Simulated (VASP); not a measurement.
A run of VASP 6.6.1 is set up as follows.

Contents of INCAR:

```
ALGO = Normal
EDIFF = 1E-8
ENCUT = 600
GGA = PS
IBRION = 6
ISIF = 3
ISMEAR = -1
LASPH = T
LCHARG = F
LREAL = F
LWAVE = F
NELM = 80
NFREE = 2
NSW = 1
POTIM = 0.015
PREC = Accurate
SIGMA = 0.05
```

Contents of KPOINTS:

```
k-points
0
Gamma
  6 6 6
```

Contents of POSCAR:

```
GaAs
1.0
    0.0000000000      2.8268500000      2.8268500000
    2.8268500000      0.0000000000      2.8268500000
    2.8268500000      2.8268500000      0.0000000000
As Ga
1 1
Direct
    0.7500000000      0.7500000000      0.7500000000
    0.0000000000      0.0000000000      0.0000000000
```

Potentials or basis: VASP PAW PBE potentials, release 64 (As, Ga_d).

Run with:

```sh
$ cat potpaw_PBE.64/As/POTCAR potpaw_PBE.64/Ga_d/POTCAR > POTCAR
$ mpirun -np 1 vasp_std > vasp.out
```

Q: Estimate the elastic constants C11, C12, C44.

A: 111, 50, 55 GPa.

Q: What does it give for the Voigt bulk modulus?

A: 71 GPa.

Q: Estimate the highest phonon frequency at Γ, LO-TO splitting left out.

A: 265 cm⁻¹.

Phonon frequencies in cm⁻¹ (negative: imaginary):
```csv
q point,frequencies
"(0.000, 0.000, 0.000)",0 0 0 265 265 265
```

Caveat: the PAW data sets were made with another functional, which shifts forces and pressure a little.
